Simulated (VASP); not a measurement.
# GaSb (F-43m) in VASP: a series of runs

Aim: see how the results for GaSb move with the level of theory and the settings. Levels: BHLYP, PBE. Tasks: single point.

Everything below comes from runs of VASP 6.6.1. Logs are shortened: lines on timing, memory, paths and dates and some standing lists are left out, and cuts for length are marked.

## (1) The cell of the first run

Symmetry: F-43m, No. 216, cubic system. Conventional cell: a = 6.077 Å, b = 6.077 Å, c = 6.077 Å, α = 90.00°, β = 90.00°, γ = 90.00°. Within 3.5 Å of Sb (site symmetry -43m) lie 4 Ga at 2.63 Å. Ga (site symmetry -43m) has 4 Sb at 2.63 Å within 3.5 Å.

## (2) Single point, BHLYP

File POSCAR:

```
GaSb
1.0
    0.0000000000      3.0384691801      3.0384691801
    3.0384691801      0.0000000000      3.0384691801
    3.0384691801      3.0384691801      0.0000000000
Sb Ga
1 1
Direct
    0.7500000000      0.7500000000      0.7500000000
    0.0000000000      0.0000000000      0.0000000000
```

File INCAR.step1:

```
ALGO     = Normal         # electronic algorithm
EDIFF    = 1E-5           # SCF threshold, eV
ENCUT    = 520            # plane-wave cutoff, eV
GGA      = PE             # functional
ISIF     = 2              # what is computed and relaxed
ISMEAR   = -1             # smearing method
LASPH    = T              # aspherical terms in the spheres
LCHARG   = F              # write CHGCAR
LREAL    = F              # projectors in reciprocal space
LWAVE    = T              # write WAVECAR
NBANDS   = 16             # bands
NELM     = 60             # most SCF steps
PREC     = Accurate       # precision mode
SIGMA    = 0.05           # smearing width, eV
```

File INCAR.step2:

```
AEXX     = 0.5            # exact-exchange fraction
AGGAC    = 1.0          
AGGAX    = 0.5          
ALDAC    = 0.0          
ALDAX    = 0.5          
ALGO     = Normal         # electronic algorithm
EDIFF    = 1E-6           # SCF threshold, eV
ENCUT    = 520            # plane-wave cutoff, eV
GGA      = B5             # functional
ISIF     = 2              # what is computed and relaxed
ISMEAR   = -1             # smearing method
ISTART   = 1            
LASPH    = T              # aspherical terms in the spheres
LCHARG   = F              # write CHGCAR
LHFCALC  = T              # exact exchange
LREAL    = F              # projectors in reciprocal space
LWAVE    = F              # write WAVECAR
NBANDS   = 16             # bands
NELM     = 60             # most SCF steps
PREC     = Accurate       # precision mode
PRECFOCK = Normal       
SIGMA    = 0.05           # smearing width, eV
```

File KPOINTS:

```
k-points
0
Gamma
  4 4 4
```

Potentials or basis: VASP PAW PBE potentials, release 64 (Sb, Ga_d).

Launch:

```bash
cat potpaw_PBE.64/Sb/POTCAR potpaw_PBE.64/Ga_d/POTCAR > POTCAR
cp INCAR.step1 INCAR
mpirun -np 1 vasp_std > vasp.out
cp INCAR.step2 INCAR
mpirun -np 1 vasp_std > vasp.out
```

OUTCAR:

```text
AEXX = 0.5
   EDIFF = 1E-6
   ENCUT = 520
   GGA = B5
   ISIF = 2
   ISMEAR = -1
   ISTART = 1
   LASPH = T
   LHFCALC = T
   LREAL = F
   NELM = 60
   PREC = Accurate
   PRECFOCK = Normal

 ion  position               nearest neighbor table
   1  0.750  0.750  0.750-   2 2.63   2 2.63   2 2.63   2 2.63
   2  0.000  0.000  0.000-   1 2.63   1 2.63   1 2.63   1 2.63

  LATTYP: Found a face centered cubic cell.
 ALAT       =     6.0769383602

  Lattice vectors:

 A1 = (   0.0000000000,   3.0384691801,   3.0384691801)
 A2 = (   3.0384691801,   0.0000000000,   3.0384691801)
 A3 = (   3.0384691801,   3.0384691801,   0.0000000000)

Analysis of symmetry for initial positions (statically):
=====================================================================
 Subroutine PRICEL returns:
 Original cell was already a primitive cell.

 Routine SETGRP: Setting up the symmetry group for a
 face centered cubic supercell.

 Subroutine GETGRP returns: Found 24 space group operations
 (whereof 24 operations were pure point group operations)
 out of a pool of 48 trial point group operations.

The static configuration has the point symmetry T_d .

Analysis of symmetry for dynamics (positions and initial velocities):
=====================================================================
 Subroutine PRICEL returns:
 Original cell was already a primitive cell.

 Routine SETGRP: Setting up the symmetry group for a
 face centered cubic supercell.

 Subroutine GETGRP returns: Found 24 space group operations
 (whereof 24 operations were pure point group operations)
 out of a pool of 48 trial point group operations.

The dynamic configuration has the point symmetry T_d .

 Subroutine INISYM returns: Found 24 space group operations
 (whereof 24 operations are pure point group operations),
 and found     1 'primitive' translations

----------------------------------------------------------------------------------------

                                     Primitive cell

  volume of cell :      56.1041

  direct lattice vectors                    reciprocal lattice vectors
     0.000000000  3.038469180  3.038469180    -0.164556548  0.164556548  0.164556548
     3.038469180  0.000000000  3.038469180     0.164556548 -0.164556548  0.164556548
     3.038469180  3.038469180  0.000000000     0.164556548  0.164556548 -0.164556548

  length of vectors
     4.297044323  4.297044323  4.297044323     0.285020302  0.285020302  0.285020302

  position of ions in fractional coordinates (direct lattice)
     0.750000000  0.750000000  0.750000000
     0.000000000  0.000000000  0.000000000

  ion indices of the primitive-cell ions
   primitive index   ion index
                 1           1
                 2           2

----------------------------------------------------------------------------------------

 KPOINTS: k-points

Automatic generation of k-mesh.
 Grid dimensions read from file:
 generate k-points for:    4    4    4

 Generating k-lattice:

  Cartesian coordinates                     Fractional coordinates (reciprocal lattice)
    -0.041139137  0.041139137  0.041139137     0.250000000  0.000000000  0.000000000
     0.041139137 -0.041139137  0.041139137     0.000000000  0.250000000  0.000000000
     0.041139137  0.041139137 -0.041139137     0.000000000  0.000000000  0.250000000

  Length of vectors
     0.071255076  0.071255076  0.071255076

  Shift w.r.t. Gamma in fractional coordinates (k-lattice)
     0.000000000  0.000000000  0.000000000

 Subroutine IBZKPT returns following result:
 ===========================================

 Found      8 irreducible k-points:

 Following reciprocal coordinates:
            Coordinates               Weight
  0.000000  0.000000  0.000000      1.000000
  0.250000  0.000000  0.000000      8.000000
  0.500000  0.000000  0.000000      4.000000
  0.250000  0.250000  0.000000      6.000000
  0.500000  0.250000  0.000000     24.000000
 -0.250000  0.250000  0.000000     12.000000
  0.500000  0.500000  0.000000      3.000000
 -0.250000  0.500000  0.250000      6.000000
   k-points           NKPTS =      8   k-points in BZ     NKDIM =     64   number of bands    NBANDS=     16
   number of dos      NEDOS =    301   number of ions     NIONS =      2
   total plane-waves  NPLWV =  32768
   dimension x,y,z NGX =    32 NGY =   32 NGZ =   32
   dimension x,y,z NGXF=    64 NGYF=   64 NGZF=   64
   ions per type =               1   1
   NGX,Y,Z   is equivalent  to a cutoff of  12.38, 12.38, 12.38 a.u.
   NGXF,Y,Z  is equivalent  to a cutoff of  24.76, 24.76, 24.76 a.u.
 SYSTEM =  unknown system
   PREC   = accura    normal or accurate (medium, high low for compatibility)
   ISTART =      1    job   : 0-new  1-cont  2-samecut
   ICHARG =      0    charge: 1-file 2-atom 10-const
   ISPIN  =      1    spin polarized calculation?
   LNONCOLLINEAR =      F non collinear calculations
   LSORBIT =      F    spin-orbit coupling
   LASPH  =      T    aspherical Exc in radial PAW
   ENCUT  =  520.0 eV  38.22 Ry    6.18 a.u.   7.99  7.99  7.99*2*pi/ulx,y,z
   NELM   =     60;   NELMIN=  2; NELMDL=  0     # of ELM steps
   EDIFF  = 0.1E-05   stopping-criterion for ELM
   LREAL  =      F    real-space projection
   EDIFFG = 0.1E-04   stopping-criterion for IOM
   NSW    =      0    number of steps for IOM
   IBRION =     -1    ionic relax: 0-MD 1-quasi-New 2-CG
   NFREE  =      0    steps in history (QN), initial steepest desc. (CG)
   ISIF   =      2    stress and relaxation
   ISYM   =      3    0-nonsym 1-usesym 2-fastsym
   POTIM  = 0.5000    time-step for ionic-motion
   TEBEG  =    0.0;   TEEND  =   0.0 temperature during run
   PSTRESS=    0.0 pullay stress
   NELECT =      18.0000    total number of electrons
   NUPDOWN=      -1.0000    fix difference up-down
   EMIN   =  10.00;   EMAX   =-10.00  energy-range for DOS
   EFERMI =   0.00;   METHOD = LEGACY
   ISMEAR =    -1;   SIGMA  =   0.05  broadening in eV -4-tet -1-fermi 0-gaus
   EFERMI_NEDOS =   21; number of points for ismear=-14 and -15
   IALGO  =     38    algorithm
   IMIX   =      1    mixing-type and parameters
     AMIX     =   0.40;   BMIX     =  1.00
     AMIX_MAG =   1.60;   BMIX_MAG =  1.00
  volume/ion in A,a.u.               =      28.05       189.30
  Fermi-wavevector in a.u.,A,eV,Ry     =   1.120730  2.117872 17.089391  1.256035
  Thomas-Fermi vector in A             =   2.257378
   LORBIT       =      0    0 simple, 1 ext, 2 COOP (PROOUT), +10 PAW based schemes
   GGA     = B5    functional components
   LHFCALC =     T    Hartree Fock is set to
   PRECFOCK=normal    Normal, Fast or Accurate (Low or Medium for compatibility)
   ENCUT4O =  -1.0   cutoff for four orbital integrals eV
   NKREDX  =     1    reduce k-point grid by
   NKREDY  =     1    reduce k-point grid by
   NKREDZ  =     1    reduce k-point grid by
   AEXX    =    0.5000 exact exchange contribution
   HFSCREEN=    0.0000 screening length (either q_TF or 0.3 A-1)
   HFSCREENC=   0.0000 screening length for correlation (either q_TF or 0.3 A-1)
   ENCUTFOCK=  -1.0 apply spherical cutoff to Coloumb kernel
   IVDW    =     0    specifies the selected vdW correction
   LEPSILON=     F    determine dielectric tensor
   LRPA    =     F    only Hartree local field effects (RPA)
 non-spin polarized calculation
  energy-cutoff  :      520.00
  volume of cell :       56.10
 maximum number of plane-waves:      1540
  NGX = 24; NGY = 24; NGZ = 24

 number of electron      17.9999985 magnetization

 Free energy of the ion-electron system (eV)
  ---------------------------------------------------
  ext. energy  EPLUGINS =         0.00000000
  ---------------------------------------------------
  free energy    TOTEN  =       -11.82599462 eV

  energy without entropy =      -11.82599462  energy(sigma->0) =      -11.82599462

 E-fermi :   4.9082     XC(G=0):  -4.7912

 val. band max:        3.7437798132   @ k =   0.0000   0.0000   0.0000
 cond. band min:       7.2638905113   @ k =   0.5000   0.0000   0.0000
 fundamental gap:      3.5201106981
 Fermi energy:         4.9082252673

 k-point     1 :       0.0000    0.0000    0.0000
  band No.  band energies     occupation
      1     -16.6130      2.00000
      2     -16.6130      2.00000
      3     -16.6130      2.00000
      4     -16.5525      2.00000
      5     -16.5525      2.00000
      6      -9.9036      2.00000
[... 8 lines left out ...]
     15      15.9920      0.00000
     16      15.9920      0.00000

 k-point     2 :       0.2500    0.0000    0.0000
  band No.  band energies     occupation
      1     -16.6187      2.00000
      2     -16.6075      2.00000
      3     -16.6075      2.00000
      4     -16.5531      2.00000
      5     -16.5531      2.00000
      6      -9.1530      2.00000
[... 8 lines left out ...]
     15      14.9026      0.00000
     16      14.9026      0.00000

 k-point     3 :       0.5000    0.0000    0.0000
  band No.  band energies     occupation
      1     -16.6246      2.00000
      2     -16.6026      2.00000
      3     -16.6026      2.00000
      4     -16.5531      2.00000
      5     -16.5531      2.00000
      6      -7.8826      2.00000
[... 8 lines left out ...]
     15      17.6971      0.00000
     16      17.6971      0.00000

 k-point     4 :       0.2500    0.2500    0.0000
  band No.  band energies     occupation
      1     -16.6267      2.00000
      2     -16.6019      2.00000
      3     -16.6019      2.00000
      4     -16.5568      2.00000
      5     -16.5512      2.00000
      6      -8.8832      2.00000
[... 8 lines left out ...]
     15      16.7919      0.00000
     16      16.9127      0.00000

 k-point     5 :       0.5000    0.2500    0.0000
  band No.  band energies     occupation
      1     -16.6314      2.00000
      2     -16.5970      2.00000
      3     -16.5963      2.00000
      4     -16.5576      2.00000
      5     -16.5517      2.00000
      6      -7.5061      2.00000
[... 8 lines left out ...]
     15      17.7940      0.00000
     16      18.2608      0.00000

 k-point     6 :      -0.2500    0.2500    0.0000
  band No.  band energies     occupation
      1     -16.6263      2.00000
      2     -16.6014      2.00000
      3     -16.5999      2.00000
      4     -16.5542      2.00000
      5     -16.5538      2.00000
      6      -8.0457      2.00000
[... 8 lines left out ...]
     15      16.2930      0.00000
     16      18.4036      0.00000

 k-point     7 :       0.5000    0.5000    0.0000
  band No.  band energies     occupation
      1     -16.6393      2.00000
      2     -16.5904      2.00000
      3     -16.5904      2.00000
      4     -16.5623      2.00000
      5     -16.5498      2.00000
      6      -6.8079      2.00000
[... 8 lines left out ...]
     15      18.9326      0.00000
     16      18.9802      0.00000

 k-point     8 :      -0.2500    0.5000    0.2500
  band No.  band energies     occupation
      1     -16.6335      2.00000
      2     -16.5968      2.00000
      3     -16.5915      2.00000
      4     -16.5580      2.00000
      5     -16.5527      2.00000
      6      -6.7545      2.00000
[... 8 lines left out ...]
     15      17.8958      0.00000
     16      19.3330      0.00000

------------------------ aborting loop because EDIFF is reached ----------------------------------------

  FORCE on cell =-STRESS in cart. coord.  units (eV):
  Direction    XX          YY          ZZ          XY          YZ          ZX
  --------------------------------------------------------------------------------------
  -------------------------------------------------------------------------------------
  Total        0.2073574      0.2073574      0.2073574      0.0000000      0.0000000      0.0000000
  in kB        5.9215539      5.9215539      5.9215539      0.0000000      0.0000000      0.0000000
  external PRESSURE =       5.9215539 kB  Pullay stress =       0.0000000 kB

 VOLUME and BASIS-vectors are now :
 -----------------------------------------------------------------------------
  energy-cutoff  :      520.00
  volume of cell :       56.10
      direct lattice vectors                 reciprocal lattice vectors
     0.000000000  3.038469180  3.038469180    -0.164556548  0.164556548  0.164556548
     3.038469180  0.000000000  3.038469180     0.164556548 -0.164556548  0.164556548
     3.038469180  3.038469180  0.000000000     0.164556548  0.164556548 -0.164556548

 POSITION                                       TOTAL-FORCE (eV/Angst)
 -----------------------------------------------------------------------------------
      4.55770      4.55770      4.55770         0.000000      0.000000      0.000000
      0.00000      0.00000      0.00000        -0.000000     -0.000000     -0.000000
 -----------------------------------------------------------------------------------
    total drift:                                0.000031      0.000049      0.000015

  FREE ENERGIE OF THE ION-ELECTRON SYSTEM (eV)
  ---------------------------------------------------
  free  energy   TOTEN  =       -11.8259946246 eV

  energy  without entropy=      -11.8259946246  energy(sigma->0) =      -11.82599462
```

Wall time 17 min (1 thread of AMD EPYC 7R43 (Zen 3), shared host); peak memory 0.15 GiB.

What came out:

```yaml
Free_energy: -11.8260 eV
Pressure: 0.6 GPa
Band_gap_on_the_k_mesh: 3.52 eV, indirect (least direct gap 3.53 eV)
```

Caveat: the k points lie up to 0.45 Å⁻¹ apart; the PAW data sets were made with another functional, which shifts forces and pressure a little; spin-orbit coupling is left out, which moves the levels of the heavy elements.

## (3) Single point, PBE, non-collinear spin, zero start, spin-orbit coupling

This run uses another cell than the first one, of 30.34 Å³/atom, 1.082 times its volume.

File INCAR:

```
SYSTEM = GaSb
PREC = Accurate ; ENCUT = 520
EDIFF = 1E-6 ; ISMEAR = -1
SIGMA = 0.05 ; LREAL = .FALSE.
LASPH = .TRUE. ; NELM = 150
ALGO = Normal ; ISIF = 2
LWAVE = .FALSE. ; LCHARG = .FALSE.
MAGMOM = 0 0 0 0 0 0 ; LORBIT = 11
LSORBIT = .TRUE. ; GGA_COMPAT = .FALSE.
LORBMOM = .TRUE. ; GGA = PE
NBANDS = 30
```

File KPOINTS:

```
Automatic mesh
0
G
  8 8 8
  0 0 0
```

File POSCAR:

```
GaSb
1.0
    0.0000000000      3.1189956238      3.1189956238
    3.1189956238      0.0000000000      3.1189956238
    3.1189956238      3.1189956238      0.0000000000
Sb Ga
1 1
Direct
    0.7500000000      0.7500000000      0.7500000000
    0.0000000000      0.0000000000      0.0000000000
```

Potentials or basis: VASP PAW PBE potentials, release 64 (Sb, Ga_d).

Launch:

```bash
cat potpaw_PBE.64/Sb/POTCAR potpaw_PBE.64/Ga_d/POTCAR > POTCAR
mpirun -np 1 vasp_ncl > vasp.out
```

It took 3.1 min on 1 thread of AMD EPYC 7R43 (Zen 3), shared host; peak memory 0.4 GiB.

It converged, with:

```yaml
Free_energy: -7.4350 eV
Pressure: -0.4 GPa
Net_moment: 0.00 μB per cell
Valence_electrons_inside_the_program's_atomic_spheres: Sb 2.47; Ga 11.58
```

Moments on the atoms (μB; x, y, z):
```
Sb  0.00 0.00 0.00
Ga  0.00 0.00 0.00
```
